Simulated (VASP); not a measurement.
A run of VASP 6.6.1 is set up as follows.

INCAR

```
  PREC = Accurate
  ENCUT = 520
  EDIFF = 1E-6
  ISMEAR = 0
  SIGMA = 0.1
  LREAL = F
  LASPH = T
  NELM = 100
  ALGO = Normal
  ISIF = 2
  LWAVE = F
  LCHARG = F
  GGA = PS
  IVDW = 12
  NBANDS = 12
```

KPOINTS

```
Automatic mesh
0
Gamma
  21 21 21
```

POSCAR

```
P
1.0
    1.1570966365      0.6680500546      3.6793992974
   -1.1570966365      0.6680500546      3.6793992974
    0.0000000000     -1.3361001092      3.6793992974
P
2
Direct
    0.2500000000      0.2500000000      0.2500000000
    0.7500000000      0.7500000000      0.7500000000
```

Potentials or basis: VASP PAW PBE potentials, release 64 (P).

Command:

```console
$ cat potpaw_PBE.64/P/POTCAR > POTCAR
$ mpirun -np 1 vasp_std > vasp.out
```

Question: Estimate the band gap on the k mesh.

Answer: Zero (bands 5 and 6 overlap by 13.75 eV).

Question: What does it give for the pressure?

Answer: 119.6 GPa.

Question: What does it give for the dispersion energy per atom?

Answer: -0.672 eV.

Caveat: the cell stands under pressure; the PAW data sets were made with another functional, which shifts forces and pressure a little.
